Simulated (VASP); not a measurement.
Wanted: the native input for a VASP 6.6.1 run.

```
Task                   : single point
Functional             : r2SCAN
Potentials or basis    : VASP PAW PBE potentials, release 64 (Pt, Fe)
Cutoff                 : 520 eV
k mesh                 : 10 × 10 × 7
Occupations            : fermi-dirac, width 0.05 eV
Spin                   : collinear spin, ferromagnetic start
Starting moments       : [0.0, 3.0] μB
Dipole correction      : no
Further INCAR settings : ALGO = Normal; EDIFF = 1e-06; NBANDS = 20
```

The system is FePt.

```
Pt Fe
1.0
     2.74154    0.00000    0.00000
     0.00000    2.74154    0.00000
     0.00000    0.00000    3.74464
Pt Fe
1 1
Direct
  0.50000 0.50000 0.50000
  0.00000 0.00000 0.00000
```

One way to write it, as run:

POSCAR

```
FePt
1.0
    2.7415369495      0.0000000000      0.0000000000
    0.0000000000      2.7415369495      0.0000000000
    0.0000000000      0.0000000000      3.7446364796
Pt Fe
1 1
Direct
    0.5000000000      0.5000000000      0.5000000000
    0.0000000000      0.0000000000      0.0000000000
```

INCAR.step1

```
SYSTEM = FePt
PREC = Accurate
ENCUT = 520
ISMEAR = -1
SIGMA = 0.05
LREAL = .FALSE.
LASPH = .TRUE.
NELM = 150
ISPIN = 2
MAGMOM = 0 3
LMAXMIX = 4
NBANDS = 20
GGA = PE
ALGO = Normal
EDIFF = 1E-4
LWAVE = .TRUE.
LCHARG = .FALSE.
```

INCAR.step2

```
SYSTEM = FePt
PREC = Accurate
ENCUT = 520
EDIFF = 1E-6
ISMEAR = -1
SIGMA = 0.05
LREAL = .FALSE.
LASPH = .TRUE.
NELM = 150
ALGO = Normal
ISIF = 2
LWAVE = .FALSE.
LCHARG = .FALSE.
ISPIN = 2
MAGMOM = 0 3
LORBIT = 11
LMAXMIX = 4
METAGGA = R2SCAN
LMIXTAU = .TRUE.
NBANDS = 20
ISTART = 1
```

KPOINTS

```
Automatic mesh
0
G
  10 10 7
  0 0 0
```

Potentials or basis: VASP PAW PBE potentials, release 64 (Pt, Fe).

Command:

```sh
$ cat potpaw_PBE.64/Pt/POTCAR potpaw_PBE.64/Fe/POTCAR > POTCAR
$ cp INCAR.step1 INCAR
$ mpirun -np 1 vasp_std > vasp.out
$ cp INCAR.step2 INCAR
$ mpirun -np 1 vasp_std > vasp.out
```

Results of the run:

The pressure is -2.2 GPa, the net moment is 3.61 μB per cell and the site moments are Pt +0.36; Fe +3.28 μB. The valence electrons inside the program's atomic spheres are Pt 9.43; Fe 6.91.

Caveat: the PAW data sets were made with another functional, which shifts forces and pressure a little.

It took 110 s on 1 thread of Intel(R) Xeon(R) 6975P-C (Granite Rapids) (shared host), peak memory 0.2 GiB.
